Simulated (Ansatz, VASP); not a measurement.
AgCl in VASP and in Ansatz

```
Ag Cl
1.0
     3.48672    0.00000    0.00000
     0.00000    3.33116    0.00000
     0.00000    0.00000    6.66232
Ag Cl
2 2
Cartesian
  0.0000 0.0000 0.0000
  0.0000 0.0000 3.3312
  1.3281 1.6656 1.6656
  2.1586 1.6656 4.9967
```

Change from the starting cell: mode 1 frozen in at -0.397 Å, normal strain along x +0.0467.

Alike in both runs: task single point; functional PBEsol; k mesh 10 × 10 × 6; occupations gaussian, width 0.05 eV; no spin polarisation.

```csv
,VASP,Ansatz
version,VASP 6.6.1,Ansatz 0.2.0
potentials or method,"VASP PAW PBE potentials, release 64 (Ag, Cl), cutoff 520 eV","scalar-relativistic, plane waves, PAW"
valence electrons in the cell,36,52
```

|  | VASP | Ansatz | Ansatz less VASP |
| --- | --- | --- | --- |
| gap on the k mesh at the Fermi level (eV) | 0.61 | 0.61 | -0.001 |
| least direct gap on the mesh (eV) | 0.65 | 0.65 | -0.002 |
| pressure (GPa) | -0.4 | -0.2 | +0.11 |
| traceless stress, the component that is largest in VASP (GPa) | 1.14 | 1.15 | +0.011 |
| rms of the force components (eV/Å) | 0.069 | 0.066 | -0.0022 |

VASP's potentials were made for PBE, not for PBEsol. Atom by atom the forces differ by 0.002 eV/Å (rms over components). With one functional, cell and mesh, what is left measures potentials, basis and numerics. VASP's potentials hold 36 valence electrons a cell and Ansatz's 52, so a difference there can come from the potentials and not from the codes.
